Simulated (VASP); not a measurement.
Wanted: the native input for a VASP 6.6.1 run.

```yaml
Task: single point
Functional: LDA
Potentials_or_basis: VASP PAW LDA potentials, release 64 (Zr_sv, B)
Cutoff: 520 eV
k_mesh: 3 × 3 × 2
Occupations: fermi-dirac, width 0.1 eV
Spin: no spin polarisation
Dipole_correction: no
Further_INCAR_settings: LREAL = Auto; ALGO = Normal; EDIFF = 1e-06; NBANDS = 88
```

The structure of Zr8B15 (a cell with a defect) lies in POSCAR:

```
Zr8B15
1.0
    6.2562506200      0.0000000100      0.0000000000
   -3.1281253200      5.4180711800      0.0000000000
    0.0000000000      0.0000000000      6.9579785800
Zr B
8 15
Direct
   -0.0002459353     -0.0004560664      0.0011721795
   -0.0002477496     -0.0004580966      0.4956909482
   -0.0002489378      0.5005290462      0.0011690177
   -0.0002485488      0.5005336604      0.4956920980
    0.5000818790      0.0001958252     -0.0004330281
    0.5000838369      0.0002035771      0.4972938563
    0.5007437118      0.5005292298      0.0011707423
    0.5007433625      0.5005323675      0.4956906608
   -0.1804073297      0.1599550787      0.2484230125
    0.3403259830      0.1599541549      0.2484274679
    0.1667490779      0.3335336392      0.7484370554
    0.3333137356      0.1669684592      0.7484264201
    0.1683351284      0.8343255096      0.2484320669
    0.3403279115      0.6806948218      0.2484406901
    0.1669486220      0.8336339351      0.7484280011
    0.3333149583      0.6666625219      0.7484327438
    0.6659533820      0.3319426662      0.2484306297
    0.6666502414      0.3333367048      0.7484305880
    0.8336204188      0.1669684583      0.7484297257
    0.6659533499      0.8343262470      0.2484277553
    0.8334163414      0.6668679446      0.2484312046
    0.6666510914      0.8336348570      0.7484268513
    0.8334161882      0.6668692366      0.7484318815
```

One way to write it, as run:

INCAR

```
SYSTEM = Zr8B15
ALGO = Normal
EDIFF = 1E-6
ENCUT = 520
ISIF = 2
ISMEAR = -1
LASPH = .True.
LCHARG = .False.
LREAL = Auto
LWAVE = .False.
NBANDS = 88
NELM = 60
PREC = Accurate
SIGMA = 0.1
```

KPOINTS

```
k-points
0
Gamma
  3 3 2
  0 0 0
```

Potentials or basis: VASP PAW LDA potentials, release 64 (Zr_sv, B).

Run with:

```sh
$ cat potpaw_LDA.64/Zr_sv/POTCAR potpaw_LDA.64/B/POTCAR > POTCAR
$ mpirun -np 1 vasp_std > vasp.out
```

Results of the run:

```json
{"Pressure": "2.7 GPa", "Largest force": "0.009 eV/Å", "Band gap on the k mesh": "zero (an odd number of electrons rules out a gap without spin polarisation)"}
```

Caveat: the k points lie up to 0.45 Å⁻¹ apart, too coarse for converged energies and pressures of a metal.

It took 9.2 min on 1 thread of Intel Xeon 8259CL (shared host), peak memory 0.35 GiB.
